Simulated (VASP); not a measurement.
Set up this calculation in VASP 6.6.1, as the native input.

| Property | Result |
| --- | --- |
| Task | single point |
| Functional | PBE |
| Potentials or basis | VASP PAW PBE potentials, release 64 (Na_pv, F) |
| Cutoff | 520 eV |
| k mesh | 6 × 6 × 6 |
| Occupations | gaussian, width 0.1 eV |
| Spin | collinear spin, ferromagnetic start |
| Starting moments | [0.0, 0.55, 0.55] μB |
| Dipole correction | no |
| Further INCAR settings | ALGO = Normal; EDIFF = 1e-06; NBANDS = 22 |

The structure of NaF2 lies in POSCAR:

```
NaF2
1.0
    3.8293040740      0.0000000000      0.0000000000
   -1.9146520370      3.3162746069      0.0000000000
    0.0000000000      0.0000000000      3.0833155097
Na F
1 2
Direct
    0.0000000000      0.0000000000      0.0000000000
    0.3333333333      0.6666666667      0.5000000000
    0.6666666667      0.3333333333      0.5000000000
```

One way to write it, as run:

INCAR

```
PREC = Accurate
ENCUT = 520
EDIFF = 1E-6
ISMEAR = 0
SIGMA = 0.1
LREAL = F
LASPH = T
NELM = 150
ALGO = Normal
ISIF = 2
LWAVE = F
LCHARG = F
ISPIN = 2
MAGMOM = 0 0.55 0.55
LORBIT = 11
GGA = PE
NBANDS = 22
```

KPOINTS

```
regular mesh
0
Gamma
  6 6 6
```

Potentials or basis: VASP PAW PBE potentials, release 64 (Na_pv, F).

The run is started by

```sh
$ cat potpaw_PBE.64/Na_pv/POTCAR potpaw_PBE.64/F/POTCAR > POTCAR
$ mpirun -np 1 vasp_std > vasp.out
```

Results of the run:

```
Pressure                                              : -0.1 GPa
Band gap on the k mesh                                : zero (filled and empty bands overlap)
Net moment                                            : 1.00 μB per cell
Site moments                                          : Na -0.00; F +0.47 μB
Valence electrons inside the program's atomic spheres : Na 5.99; F 5.94
```

It took 14 s on 1 thread of Intel(R) Xeon(R) 6975P-C (Granite Rapids), on a shared host, peak memory 0.17 GiB.
